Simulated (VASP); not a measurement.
# K3OF (Pm-3m) in VASP: further runs, part 2 of 2

VASP 6.6.1. Earlier steps stand in the parts before.

**5. Single point, r2SCAN (volume changed by +3%)**

File POSCAR:

```
K3OF
1.0
    5.1067715728      0.0000000000      0.0000000000
    0.0000000000      5.1067715728      0.0000000000
    0.0000000000      0.0000000000      5.1067715728
F O K
1 1 3
Direct
    0.0000000000      0.0000000000      0.0000000000
    0.5000000000      0.5000000000      0.5000000000
    0.5000000000      0.5000000000      0.0000000000
    0.5000000000      0.0000000000      0.5000000000
    0.0000000000      0.5000000000      0.5000000000
```

File INCAR.step1:

```
  ALGO = Normal
  EDIFF = 1E-4
  ENCUT = 520
  GGA = PE
  ISMEAR = 0
  LASPH = T
  LCHARG = F
  LREAL = F
  LWAVE = T
  NBANDS = 28
  NELM = 60
  PREC = Accurate
  SIGMA = 0.01
```

File INCAR.step2:

```
  ALGO = Normal
  EDIFF = 1E-6
  ENCUT = 520
  ISIF = 2
  ISMEAR = 0
  ISTART = 1
  LASPH = T
  LCHARG = F
  LMIXTAU = T
  LREAL = F
  LWAVE = F
  METAGGA = R2SCAN
  NBANDS = 28
  NELM = 60
  PREC = Accurate
  SIGMA = 0.01
```

File KPOINTS:

```
k-points
0
Gamma
  4 4 4
```

Potentials or basis: VASP PAW PBE potentials, release 64 (F, O, K_sv).

The run is started by

```console
$ cat potpaw_PBE.64/F/POTCAR potpaw_PBE.64/O/POTCAR potpaw_PBE.64/K_sv/POTCAR > POTCAR
$ cp INCAR.step1 INCAR
$ mpirun -np 1 vasp_std > vasp.out
$ cp INCAR.step2 INCAR
$ mpirun -np 1 vasp_std > vasp.out
```

OUTCAR:

```text
EDIFF = 1E-6
   ENCUT = 520
   ISIF = 2
   ISMEAR = 0
   ISTART = 1
   LASPH = T
   LREAL = F
   METAGGA = R2SCAN
   NELM = 60
   PREC = Accurate

 ion  position               nearest neighbor table
   1  0.000  0.000  0.000-
   2  0.500  0.500  0.500-   3 2.55   4 2.55   5 2.55   3 2.55   4 2.55   5 2.55
   3  0.500  0.500  0.000-   2 2.55   2 2.55   5 3.61   4 3.61   4 3.61   5 3.61   4 3.61   4 3.61
                             5 3.61   5 3.61
[... 500 lines left out ...]
  Direction    XX          YY          ZZ          XY          YZ          ZX
  --------------------------------------------------------------------------------------
  -------------------------------------------------------------------------------------
  Total       -0.4609581     -0.4609581     -0.4609581     -0.0000000      0.0000000      0.0000000
  in kB       -5.5453979     -5.5453979     -5.5453979     -0.0000000      0.0000000      0.0000000
  external PRESSURE =      -5.5453979 kB  Pullay stress =       0.0000000 kB

 VOLUME and BASIS-vectors are now :
 -----------------------------------------------------------------------------
  energy-cutoff  :      520.00
  volume of cell :      133.18
      direct lattice vectors                 reciprocal lattice vectors
     5.106771573  0.000000000  0.000000000     0.195818432  0.000000000  0.000000000
     0.000000000  5.106771573  0.000000000     0.000000000  0.195818432  0.000000000
     0.000000000  0.000000000  5.106771573     0.000000000  0.000000000  0.195818432

 POSITION                                       TOTAL-FORCE (eV/Angst)
 -----------------------------------------------------------------------------------
      0.00000      0.00000      0.00000         0.000000      0.000000      0.000000
      2.55339      2.55339      2.55339         0.000000      0.000000      0.000000
      2.55339      2.55339      0.00000         0.000000      0.000000      0.000000
      2.55339      0.00000      2.55339         0.000000      0.000000      0.000000
      0.00000      2.55339      2.55339         0.000000      0.000000      0.000000
 -----------------------------------------------------------------------------------
    total drift:                                0.000000      0.000000     -0.000000

  FREE ENERGIE OF THE ION-ELECTRON SYSTEM (eV)
  ---------------------------------------------------
  free  energy   TOTEN  =       -35.2626221816 eV

  energy  without entropy=      -35.2626221816  energy(sigma->0) =      -35.26262218
```

OUTCAR.step1:

```text
EDIFF = 1E-4
   ENCUT = 520
   GGA = PE
   ISMEAR = 0
[... 529 lines left out ...]
      2.55339      2.55339      2.55339         0.000000      0.000000      0.000000
      2.55339      2.55339      0.00000         0.000000      0.000000      0.000000
      2.55339      0.00000      2.55339         0.000000      0.000000      0.000000
      0.00000      2.55339      2.55339         0.000000      0.000000      0.000000
 -----------------------------------------------------------------------------------
    total drift:                                0.000000      0.000000     -0.000000

  FREE ENERGIE OF THE ION-ELECTRON SYSTEM (eV)
  ---------------------------------------------------
  free  energy   TOTEN  =       -17.4546962733 eV

  energy  without entropy=      -17.4546962733  energy(sigma->0) =      -17.45469627
```

OSZICAR.step1:

```text
N       E                     dE             d eps       ncg     rms          rms(c)
DAV:   1     0.314281645117E+03    0.31428E+03   -0.18996E+04   560   0.129E+03
DAV:   2    -0.135366794385E+01   -0.31564E+03   -0.30440E+03   696   0.370E+02
DAV:   3    -0.240634430322E+02   -0.22710E+02   -0.22644E+02   848   0.845E+01
DAV:   4    -0.246504583483E+02   -0.58702E+00   -0.58586E+00   824   0.130E+01
DAV:   5    -0.246761343687E+02   -0.25676E-01   -0.25675E-01   808   0.182E+00    0.133E+01
DAV:   6    -0.178419148382E+02    0.68342E+01   -0.33627E+01   624   0.227E+01    0.898E+00
DAV:   7    -0.176298038431E+02    0.21211E+00   -0.23779E+00   752   0.670E+00    0.743E+00
DAV:   8    -0.174587629646E+02    0.17104E+00   -0.54793E-01   620   0.398E+00    0.142E+00
DAV:   9    -0.174468183418E+02    0.11945E-01   -0.17390E-01   712   0.201E+00    0.565E-01
DAV:  10    -0.174497078611E+02   -0.28895E-02   -0.18067E-02   696   0.622E-01    0.258E-01
DAV:  11    -0.174555596805E+02   -0.58518E-02   -0.16846E-02   620   0.569E-01    0.231E-01
DAV:  12    -0.174546740259E+02    0.88565E-03   -0.12011E-02   636   0.372E-01    0.458E-02
DAV:  13    -0.174546985202E+02   -0.24494E-04   -0.13133E-03   588   0.131E-01    0.358E-02
DAV:  14    -0.174546962733E+02    0.22468E-05   -0.15950E-04   456   0.665E-02
   1 F= -.17454696E+02 E0= -.17454696E+02  d E =-.553402E-26
```

Wall time 75 s (1 thread of Intel Xeon 6975P-C (Granite Rapids), shared host); peak memory 0.27 GiB.

What came out:

```
Free energy            : -35.2626 eV
Pressure               : -0.6 GPa
Band gap on the k mesh : 1.24 eV, direct
```

Levels at points of the mesh, in eV from the valence-band top:
```
           k point  band 18  band 19  band 20  band 21  band 22  band 23
(0.00, 0.00, 0.00)     0.00     0.00     0.00     1.24     4.10     4.10
(0.50, 0.00, 0.00)    -0.86    -0.10    -0.10     2.94     3.21     5.21
(0.50, 0.50, 0.00)    -0.94    -0.94    -0.21     4.14     4.36     4.36
(0.50, 0.50, 0.50)    -1.07    -1.07    -1.07     4.13     5.38     5.38
```

Caveat: the PAW data sets were made with another functional, which shifts forces and pressure a little.

**6. Overview**

```tsv
cell	gap on the mesh (eV)	pressure (GPa)
a = 4.953 Å, 5 atoms	1.23	1.7
a = 5.006 Å, 5 atoms	1.23	0.8
a = 5.057 Å, 5 atoms	1.24	0.1
a = 5.107 Å, 5 atoms	1.24	-0.6
```

Alike in all rows: task single point; level r2SCAN; potentials or basis VASP PAW PBE potentials, release 64 (F, O, K_sv); no spin polarisation; k mesh 4 × 4 × 4; cutoff (eV) 520; smearing gaussian 0.01 eV.

Caveats: the PAW data sets were made with another functional, which shifts forces and pressure a little.

Absolute energies hang on the potentials; compare differences alone.
